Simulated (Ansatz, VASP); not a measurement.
**One calculation of K4Cl, two programs**

```
K Cl
1.0
     6.92334    0.00000    0.00000
     0.00000    6.92334    0.00000
     0.00000    0.00000    6.92334
K Cl
4 1
Direct
  0.25192 0.25192 0.25192
  0.74808 0.74808 0.25192
  0.74808 0.25192 0.74808
  0.25192 0.74808 0.74808
  0.00000 0.00000 0.00000
```

Change from the starting cell: ordered vacancies on the anion sites of cuprite (P-43m, No. 215).

Alike in both runs: task relaxation of cell and atoms; functional PBE; k mesh 6 × 6 × 6; occupations gaussian, width 0.1 eV; no spin polarisation.

|  | VASP | Ansatz |
| --- | --- | --- |
| version | VASP 6.6.1 | Ansatz 0.2.0 |
| potentials or method | VASP PAW PBE potentials, release 64 (K_sv, Cl), cutoff 600 eV | scalar-relativistic, plane waves, PAW |
| valence electrons in the cell | 43 | 43 |

```csv
,VASP,Ansatz,Ansatz less VASP
"gap on the k mesh at the Fermi level, each at its own relaxed structure (eV)",none,none,-
relaxed volume (Å³/atom),66.37,66.37,0.000
relaxed length of the cell vector where the two differ most in proportion (Å),6.923,6.923,0.0000
```

A gap of «none» marks a metal or a gap that the smearing closes.

Noted on VASP's run: the relaxation stopped at its first step, so nothing moved.
